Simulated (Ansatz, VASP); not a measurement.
## One calculation of Mo, two programs

```
Mo
1.0
    -1.56594    1.56594    1.56594
     1.56594   -1.56594    1.56594
     1.56594    1.56594   -1.56594
Mo
1
Direct
  0.00000 0.00000 0.00000
```

Alike in both runs: functional PBEsol; k mesh 8 × 8 × 8; occupations gaussian, width 0.1 eV; no spin polarisation.

Ansatz relaxed the structure, and its values are those at the end. VASP's run is a single point on that final structure, the one shown.

|  | VASP | Ansatz |
| --- | --- | --- |
| version | VASP 6.6.1 | Ansatz 0.2.0 |
| potentials or method | VASP PAW PBE potentials, release 64 (Mo_sv), cutoff 520 eV | scalar-relativistic, plane waves, PAW |
| valence electrons in the cell | 14 | 14 |

```tsv
	VASP	Ansatz	Ansatz less VASP
gap on the k mesh at the Fermi level (eV)	none	none	-
pressure (GPa)	0.6	0.0	-0.57
```

VASP's potentials were made for PBE, not for PBEsol, and Ansatz warns of the same on its side. A gap of «none» marks a metal or a gap that the smearing closes.
